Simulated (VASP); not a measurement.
# TiAl3 (C2) in VASP: single point with PBEsol

Aim: the single point of TiAl3 with PBEsol.

Program: VASP 6.6.1. These are calculated values, not measurements. Logs are shortened: lines on timing, memory, paths and dates and some standing lists are left out, and cuts for length are marked.

## (1) The cell of the first run

The structure is monoclinic, space group C2 (No. 5). The conventional cell has a = 5.455 Å, b = 6.125 Å, c = 3.948 Å, α = 90.00°, β = 92.89°, γ = 90.00°. Ti (site symmetry 2) has 12 Al at 2.73 to 3.08 Å within 3.6 Å. Within 3.6 Å of Al (site symmetry 2) lie 4 Ti at 2.73 to 3.08 Å and 8 Al at 2.76 to 2.92 Å. Within 3.6 Å of Al (site symmetry 1) lie 8 Al at 2.69 to 3.06 Å and 4 Ti at 2.77 to 2.93 Å.

## (2) Single point, PBEsol (strained and its atoms moved)

INCAR reads:

```
SYSTEM = TiAl3
ALGO = Fast
EDIFF = 1E-7
ENCUT = 520
GGA = PS
ISIF = 2
ISMEAR = 0
LASPH = .True.
LCHARG = .False.
LREAL = .False.
LWAVE = .False.
NBANDS = 18
NELM = 60
PREC = Accurate
SIGMA = 0.1
```

KPOINTS reads:

```
k-points
0
Gamma
  10 10 10
  0 0 0
```

POSCAR reads:

```
TiAl3
1.0
    4.0934472796     -0.2373402750      0.0695802573
   -0.2373402750      4.0934472796      0.0695802573
    0.0695802573      0.0695802573      3.9465732061
Ti Al
1 3
Direct
   -0.0030772709      0.0030772709      0.0000000000
    0.4936473002      0.5063526998      0.0000000000
    0.5077033294     -0.0017266413      0.5016989993
    0.0017266413      0.4922966706      0.4983010007
```

Potentials or basis: VASP PAW PBE potentials, release 64 (Ti_sv, Al).

Started as:

```sh
$ cat potpaw_PBE.64/Ti_sv/POTCAR potpaw_PBE.64/Al/POTCAR > POTCAR
$ mpirun -np 1 vasp_std > vasp.out
```

OUTCAR:

```text
SYSTEM = TiAl3
   EDIFF = 1E-7
   ENCUT = 520
   GGA = PS
   ISIF = 2
   ISMEAR = 0
   LASPH = .True.
   LREAL = .False.
   NELM = 60
   PREC = Accurate

 ion  position               nearest neighbor table
   1  0.997  0.003  0.000-   2 2.73   2 2.73   4 2.77   3 2.77   4 2.83   3 2.83   4 2.86   3 2.86
                             4 2.93   3 2.93   2 3.04   2 3.08
   2  0.494  0.506  0.000-   1 2.73   1 2.73   4 2.76   3 2.76   3 2.83   4 2.83   3 2.87   4 2.87
                             4 2.92   3 2.92   1 3.04   1 3.08
   3  0.508  0.998  0.502-   4 2.69   4 2.76   2 2.76   1 2.77   1 2.83   2 2.83   1 2.86   2 2.87
                             2 2.92   1 2.93   4 3.06   4 3.06
   4  0.002  0.492  0.498-   3 2.69   3 2.76   2 2.76   1 2.77   1 2.83   2 2.83   1 2.86   2 2.87
                             2 2.92   1 2.93   3 3.06   3 3.06

  LATTYP: Found a base centered monoclinic cell.
 ALAT       =     5.4551341057
 B/A-ratio  =     1.1227328929
 C/A-ratio  =     0.7236851885
 COS(beta)  =    -0.0504195873

  Lattice vectors:

 A1 = (  -4.0934472796,   0.2373402750,  -0.0695802573)
 A2 = (   0.2373402750,  -4.0934472796,  -0.0695802573)
 A3 = (   0.0695802573,   0.0695802573,   3.9465732061)

Analysis of symmetry for initial positions (statically):
=====================================================================
 Subroutine PRICEL returns:
 Original cell was already a primitive cell.

 Routine SETGRP: Setting up the symmetry group for a
 base centered monoclinic supercell.

 Subroutine GETGRP returns: Found  2 space group operations
 (whereof  2 operations were pure point group operations)
 out of a pool of  4 trial point group operations.

The static configuration has the point symmetry C_2 .

Analysis of symmetry for dynamics (positions and initial velocities):
=====================================================================
 Subroutine PRICEL returns:
 Original cell was already a primitive cell.

 Routine SETGRP: Setting up the symmetry group for a
 base centered monoclinic supercell.

 Subroutine GETGRP returns: Found  2 space group operations
 (whereof  2 operations were pure point group operations)
 out of a pool of  4 trial point group operations.

The dynamic configuration has the point symmetry C_2 .

 Subroutine INISYM returns: Found  2 space group operations
 (whereof  2 operations are pure point group operations),
 and found     1 'primitive' translations

----------------------------------------------------------------------------------------

                                     Primitive cell

  volume of cell :      65.8658

  direct lattice vectors                    reciprocal lattice vectors
     4.093447280 -0.237340275  0.069580257     0.245199446  0.014294562 -0.004575022
    -0.237340275  4.093447280  0.069580257     0.014294562  0.245199446 -0.004575022
     0.069580257  0.069580257  3.946573206    -0.004575022 -0.004575022  0.253545699

  length of vectors
     4.100912392  4.100912392  3.947799754     0.245658368  0.245658368  0.253628238

  position of ions in fractional coordinates (direct lattice)
     0.996922729  0.003077271  0.000000000
     0.493647300  0.506352700  0.000000000
     0.507703329  0.998273359  0.501698999
     0.001726641  0.492296671  0.498301001

  ion indices of the primitive-cell ions
   primitive index   ion index
                 1           1
                 2           2
                 3           3
                 4           4

----------------------------------------------------------------------------------------

 KPOINTS: k-points

Automatic generation of k-mesh.
 Grid dimensions read from file:
 generate k-points for:   10   10   10

 Generating k-lattice:

  Cartesian coordinates                     Fractional coordinates (reciprocal lattice)
     0.024519945  0.001429456 -0.000457502     0.100000000 -0.000000000  0.000000000
     0.001429456  0.024519945 -0.000457502    -0.000000000  0.100000000  0.000000000
    -0.000457502 -0.000457502  0.025354570     0.000000000  0.000000000  0.100000000

  Length of vectors
     0.024565837  0.024565837  0.025362824

  Shift w.r.t. Gamma in fractional coordinates (k-lattice)
     0.000000000  0.000000000  0.000000000

 Subroutine IBZKPT returns following result:
 ===========================================

 Found    282 irreducible k-points:

 Following reciprocal coordinates:
            Coordinates               Weight
  0.000000  0.000000  0.000000      1.000000
  0.100000  0.000000  0.000000      4.000000
  0.200000  0.000000  0.000000      4.000000
  0.300000  0.000000  0.000000      4.000000
  0.400000  0.000000  0.000000      4.000000
  0.500000  0.000000  0.000000      2.000000
[... 16 lines left out ...]
  0.300000  0.300000  0.000000      2.000000
  0.400000  0.300000  0.000000      4.000000
 [... further k-points ...]
   k-points           NKPTS =    282   k-points in BZ     NKDIM =    282   number of bands    NBANDS=     18
   number of dos      NEDOS =    301   number of ions     NIONS =      4
   total plane-waves  NPLWV =  27000
   dimension x,y,z NGX =    30 NGY =   30 NGZ =   30
   dimension x,y,z NGXF=    60 NGYF=   60 NGZF=   60
   ions per type =               1   3
   NGX,Y,Z   is equivalent  to a cutoff of  12.16, 12.16, 12.63 a.u.
   NGXF,Y,Z  is equivalent  to a cutoff of  24.32, 24.32, 25.27 a.u.
 SYSTEM =  TiAl3
   PREC   = accura    normal or accurate (medium, high low for compatibility)
   ISTART =      0    job   : 0-new  1-cont  2-samecut
   ICHARG =      2    charge: 1-file 2-atom 10-const
   ISPIN  =      1    spin polarized calculation?
   LNONCOLLINEAR =      F non collinear calculations
   LSORBIT =      F    spin-orbit coupling
   LASPH  =      T    aspherical Exc in radial PAW
   ENCUT  =  520.0 eV  38.22 Ry    6.18 a.u.   7.62  7.62  7.34*2*pi/ulx,y,z
   NELM   =     60;   NELMIN=  2; NELMDL= -5     # of ELM steps
   EDIFF  = 0.1E-06   stopping-criterion for ELM
   LREAL  =      F    real-space projection
   EDIFFG = 0.1E-05   stopping-criterion for IOM
   NSW    =      0    number of steps for IOM
   IBRION =     -1    ionic relax: 0-MD 1-quasi-New 2-CG
   NFREE  =      0    steps in history (QN), initial steepest desc. (CG)
   ISIF   =      2    stress and relaxation
   ISYM   =      2    0-nonsym 1-usesym 2-fastsym
   POTIM  = 0.5000    time-step for ionic-motion
   TEBEG  =    0.0;   TEEND  =   0.0 temperature during run
   PSTRESS=    0.0 pullay stress
   NELECT =      21.0000    total number of electrons
   NUPDOWN=      -1.0000    fix difference up-down
   EMIN   =  10.00;   EMAX   =-10.00  energy-range for DOS
   EFERMI =   0.00;   METHOD = LEGACY
   ISMEAR =     0;   SIGMA  =   0.10  broadening in eV -4-tet -1-fermi 0-gaus
   EFERMI_NEDOS =   21; number of points for ismear=-14 and -15
   IALGO  =     68    algorithm
   IMIX   =      4    mixing-type and parameters
     AMIX     =   0.40;   BMIX     =  1.00
     AMIX_MAG =   1.60;   BMIX_MAG =  1.00
  volume/ion in A,a.u.               =      16.47       111.12
  Fermi-wavevector in a.u.,A,eV,Ry     =   1.118394  2.113458 17.018226  1.250804
  Thomas-Fermi vector in A             =   2.255024
   LORBIT       =      0    0 simple, 1 ext, 2 COOP (PROOUT), +10 PAW based schemes
   GGA     = PS    functional components
   LHFCALC =     F    Hartree Fock is set to
   AEXX    =    0.0000 exact exchange contribution
   IVDW    =     0    specifies the selected vdW correction
   LEPSILON=     F    determine dielectric tensor
   LRPA    =     F    only Hartree local field effects (RPA)
 non-spin polarized calculation
 RMM-DIIS sequential band-by-band and
 Gauss-broadening in eV      SIGMA  =   0.10
  energy-cutoff  :      520.00
  volume of cell :       65.87
 maximum number of plane-waves:      1793
   NGX = 15   NGY = 15   NGZ = 15

 number of electron      21.0000000 magnetization

 Free energy of the ion-electron system (eV)
  ---------------------------------------------------
  ext. energy  EPLUGINS =         0.00000000
  ---------------------------------------------------
  free energy    TOTEN  =       -21.82272970 eV

  energy without entropy =      -21.81051393  energy(sigma->0) =      -21.81662181

 E-fermi :   8.3252     XC(G=0): -10.6591

 val. band max:        8.3243709371   @ k =   0.2000   0.1000   0.0000
 cond. band min:       8.3252892903   @ k =   0.2000   0.1000   0.2000
 fundamental gap:      0.0009183531
 Fermi energy:         8.3252079383

 k-point     1 :       0.0000    0.0000    0.0000
  band No.  band energies     occupation
      1     -48.5240      2.00000
      2     -24.9614      2.00000
      3     -24.9192      2.00000
      4     -24.8626      2.00000
      5      -2.0719      2.00000
      6       5.2778      2.00000
[... 10 lines left out ...]
     17      12.2869      0.00000
     18      13.8732      0.00000

 k-point     2 :       0.1000    0.0000    0.0000
  band No.  band energies     occupation
      1     -48.5240      2.00000
      2     -24.9620      2.00000
      3     -24.9191      2.00000
      4     -24.8631      2.00000
      5      -1.9806      2.00000
      6       4.5376      2.00000
[... 10 lines left out ...]
     17      12.5231      0.00000
     18      13.6574      0.00000

 k-point     3 :       0.2000    0.0000    0.0000
  band No.  band energies     occupation
      1     -48.5238      2.00000
      2     -24.9637      2.00000
      3     -24.9190      2.00000
      4     -24.8644      2.00000
      5      -1.7089      2.00000
      6       3.3931      2.00000
[... 10 lines left out ...]
     17      12.7189      0.00000
     18      13.0427      0.00000

 k-point     4 :       0.3000    0.0000    0.0000
  band No.  band energies     occupation
      1     -48.5237      2.00000
      2     -24.9658      2.00000
      3     -24.9189      2.00000
      4     -24.8659      2.00000
      5      -1.2653      2.00000
      6       2.2543      2.00000
[... 375 lines left out ...]
      4     -24.8657      2.00000
      5      -1.4375      2.00000
      6       3.8985      2.00000
[... 10 lines left out ...]
     17      12.4896      0.00000
     18      12.9339      0.00000

 k-point    23 :       0.3000    0.3000    0.0000
  band No.  band energies     occupation
      1     -48.5234      2.00000
      2     -24.9697      2.00000
      3     -24.9188      2.00000
      4     -24.8692      2.00000
      5      -0.3258      2.00000
      6       2.3263      2.00000
[... 10 lines left out ...]
     17      12.5110      0.00000
     18      13.3541      0.00000

 k-point    24 :       0.4000    0.3000    0.0000
  band No.  band energies     occupation
      1     -48.5233      2.00000
      2     -24.9713      2.00000
      3     -24.9187      2.00000
      4     -24.8700      2.00000
      5       0.2425      2.00000
      6       1.6419      2.00000
[... 10 lines left out ...]
     17      12.3781      0.00000
     18      13.8009      0.00000

 [... further k-points ...]
[... 5 lines left out ...]
  --------------------------------------------------------------------------------------
  -------------------------------------------------------------------------------------
  Total       -2.0533962     -2.0533962     -1.7208224      2.4532068     -1.0594090     -1.0594090
  in kB      -49.9486359    -49.9486359    -41.8588150     59.6739829    -25.7700068    -25.7700061
  external PRESSURE =     -47.2520289 kB  Pullay stress =       0.0000000 kB

 VOLUME and BASIS-vectors are now :
 -----------------------------------------------------------------------------
  energy-cutoff  :      520.00
  volume of cell :       65.87
      direct lattice vectors                 reciprocal lattice vectors
     4.093447280 -0.237340275  0.069580257     0.245199446  0.014294562 -0.004575022
    -0.237340275  4.093447280  0.069580257     0.014294562  0.245199446 -0.004575022
     0.069580257  0.069580257  3.946573206    -0.004575022 -0.004575022  0.253545699

 POSITION                                       TOTAL-FORCE (eV/Angst)
 -----------------------------------------------------------------------------------
      4.08012     -0.22401      0.06958         0.155002     -0.155002     -0.000000
      1.90054      1.95557      0.06958         0.125863     -0.125863     -0.000000
      1.87623      4.00079      2.08478        -0.278013      0.002852     -0.034630
     -0.07510      2.04945      2.00096        -0.002852      0.278013      0.034630
 -----------------------------------------------------------------------------------
    total drift:                                0.000262     -0.000262      0.000000

  FREE ENERGIE OF THE ION-ELECTRON SYSTEM (eV)
  ---------------------------------------------------
  free  energy   TOTEN  =       -21.8227296954 eV

  energy  without entropy=      -21.8105139327  energy(sigma->0) =      -21.81662181
```

It took 12 min on 1 thread of Intel Xeon 6975P-C, shared host; peak memory 0.42 GiB.

What came out:

```yaml
Free_energy: -21.8227 eV
Pressure: -4.7 GPa
Largest_force: 0.280 eV/Å
```

Forces on the atoms (eV/Å):
```
Ti   0.155 -0.155  0.000
Al   0.126 -0.126  0.000
Al  -0.278  0.003 -0.035
Al  -0.003  0.278  0.035
```

Stress tensor (GPa, compression positive):
```
-4.99  5.97 -2.58
 5.97 -4.99 -2.58
-2.58 -2.58 -4.19
```

Caveat: the cell differs from its parent crystal (strained and its atoms moved); the PAW data sets were made with another functional, which shifts forces and pressure a little.
